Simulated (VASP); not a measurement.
Runs of VASP 6.6.1 on Zn3Se. The structure is that of space group Im-3m (No. 229), or close to it. The cells are those of the table. The cell was built from a structure type or drawn by symmetry, and may not be a known phase.

```tsv
task	cell	k mesh	cutoff (eV)	gap on the mesh (eV)	pressure (GPa)	relaxed volume (Å³/atom)
relaxation of cell and atoms	relaxed from a = 4.685 Å, angles 109.5°, 4 atoms	12 × 12 × 12	600	none	0.0	(b)
single point	a = 4.524 Å, angles 109.5°, 4 atoms	6 × 6 × 6	520	none	6.6	-
relaxation of cell and atoms	relaxed from a = 4.524 Å, angles 109.5°, 4 atoms	6 × 6 × 6	600	none	-0.1	20.01
single point	a = 4.685 Å, angles 109.5°, 4 atoms	6 × 6 × 6	520	none	0.5	-
single point	a = 4.690 Å, angles 109.5°, 4 atoms	12 × 12 × 12	520	none	(a)	-
```

Alike in all rows: level PBE; potentials or basis VASP PAW PBE potentials, release 64 (Zn, Se); no spin polarisation; smearing gaussian 0.1 eV.

Estimate the missing entries.

(a) 0.2; (b) 19.89.

Caveats: the cell stands under pressure (at least some runs).

A k mesh can miss the band edges, and the runs leave out spin-orbit coupling on Se.

A gap of «none» marks levels without a gap at the run's occupations.
